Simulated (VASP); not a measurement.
Wanted: the native input for a VASP 6.6.1 run.

- Task: single point
- Functional: LDA
- Potentials or basis: VASP PAW LDA potentials, release 64 (Os)
- Cutoff: 520 eV
- k mesh: 17 × 17 × 17
- Occupations: fermi-dirac, width 0.05 eV
- Spin: no spin polarisation
- Dipole correction: no
- Further INCAR settings: ALGO = Normal; EDIFF = 1e-06; NBANDS = 10

The structure of Os lies in POSCAR:

```
Os
1.0
    2.2967469677      0.0000000000      0.0000000000
    0.0000000000      2.2967469677      0.0000000000
    0.0000000000      0.0000000000      2.2967469677
Os
1
Direct
    0.0000000000      0.0000000000      0.0000000000
```

This cell differs from its parent crystal: volume scaled by 0.76.

One way to write it, as run:

INCAR

```
SYSTEM = Os
  PREC = Accurate
  ENCUT = 520
  EDIFF = 1E-6
  ISMEAR = -1
  SIGMA = 0.05
  LREAL = .False.
  LASPH = .True.
  NELM = 60
  ALGO = Normal
  ISIF = 2
  LWAVE = .False.
  LCHARG = .False.
  GGA = CA
  NBANDS = 10
```

KPOINTS

```
regular mesh
0
Gamma
  17 17 17
  0 0 0
```

Potentials or basis: VASP PAW LDA potentials, release 64 (Os).

Command:

```console
$ cat potpaw_LDA.64/Os/POTCAR > POTCAR
$ mpirun -np 1 vasp_std > vasp.out
```

Results of the run:

* Pressure: 158.9 GPa
* Band gap on the k mesh: zero (band 4 reaches 19.10 eV, above the bottom of band 5 at 10.29 eV)

Caveat: spin-orbit coupling is left out, which moves the levels of the heavy elements.

Wall time 7 s on 1 thread of AMD EPYC 9R45 96-Core Processor (Zen 5), on a shared host, peak memory 0.1 GiB.
